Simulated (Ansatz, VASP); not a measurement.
**Ir in VASP and in Ansatz**

```
Ir
1.0
     0.00000    1.91010    1.91970
     1.91970    0.00000    1.91970
     1.91970    1.91010    0.00000
Ir
1
Direct
  0.00000 0.00000 0.00000
```

Change from the starting cell: strain -0.0050 x Voigt [0, 1, 0, 0, 0, 0], atoms carried along.

Alike in both runs: task single point; functional r2SCAN; k mesh 22 × 22 × 22; occupations gaussian, width 0.15 eV; no spin polarisation.

|  | VASP | Ansatz |
| --- | --- | --- |
| version | VASP 6.6.1 | Ansatz 0.2.0 |
| potentials or method | VASP PAW PBE potentials, release 64 (Ir), cutoff 520 eV | scalar-relativistic, plane waves, PAW |
| valence electrons in the cell | 9 | 17 |

Ansatz gave:

```
gap on the k mesh at the Fermi level (eV)                     : none
pressure (GPa)                                                : 3.5
traceless stress, the component that is largest in VASP (GPa) : 1.27
```

Problem. Estimate VASP's values.

Solution. gap on the k mesh at the Fermi level (eV): none; pressure (GPa): 6.1; traceless stress, the component that is largest in VASP (GPa): 1.27.

VASP's potentials were made for PBE, not for r2SCAN. A gap of «none» marks a metal or a gap that the smearing closes. The functional is the same, so the differences come from potentials, cutoffs and numerics. VASP's potentials hold 9 valence electrons a cell and Ansatz's 17, so a difference there can come from the potentials and not from the codes.

Neither program's run includes spin-orbit coupling.
